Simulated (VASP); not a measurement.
A run of VASP 6.6.1:

The input INCAR:

```
PREC     = Accurate       # precision mode
ENCUT    = 520            # plane-wave cutoff, eV
EDIFF    = 1E-6           # SCF threshold, eV
ISMEAR   = 0              # smearing method
SIGMA    = 0.1            # smearing width, eV
LREAL    = F              # projectors in reciprocal space
LASPH    = T              # aspherical terms in the spheres
NELM     = 150            # most SCF steps
ALGO     = Normal         # electronic algorithm
ISIF     = 2              # what is computed and relaxed
LWAVE    = F              # write WAVECAR
LCHARG   = T              # write CHGCAR
ISPIN    = 2              # spin polarisation
MAGMOM   = 4 4 4 -4 -4 -4 0 0 # initial moments
LORBIT   = 11             # projections on sites
LMAXMIX  = 4              # l up to which the mixer works
GGA      = PE             # functional
LVHAR    = T            
NBANDS   = 64             # bands
KPAR     = 4
```

File KPOINTS:

```
Automatic mesh
0
Gamma
  12 12 6
```

The input POSCAR:

```
Mn3Cu
1.0
    3.5343305873      0.0000000000      0.0000000000
    0.0000000000      3.5343305873      0.0000000000
    0.0000000000      0.0000000000      7.0686611746
Mn Cu
6 2
Direct
    1.0000000000      0.5000000000      0.2500000000
    0.5000000000      0.0000000000      0.2500000000
    0.5000000000      0.5000000000      1.0000000000
    1.0000000000      0.5000000000      0.7500000000
    0.5000000000      0.0000000000      0.7500000000
    0.5000000000      0.5000000000      0.5000000000
    1.0000000000      1.0000000000      0.0000000000
    1.0000000000      1.0000000000      0.5000000000
```

Potentials or basis: VASP PAW PBE potentials, release 64 (Mn_pv, Cu).

Run with:

```sh
$ cat potpaw_PBE.64/Mn_pv/POTCAR potpaw_PBE.64/Cu/POTCAR > POTCAR
$ mpirun -np 4 vasp_std > vasp.out
```

Hardware: 4 MPI ranks on Intel(R) Xeon(R) Platinum 8488C (Sapphire Rapids), on a shared host.

Question: Estimate the wall time of this run.

Answer: It took 8.3 min on 4 MPI ranks on Intel(R) Xeon(R) Platinum 8488C (Sapphire Rapids), with other jobs on the host, peak memory 0.86 GiB a rank. Counts: scf iterations 22, k points 112.
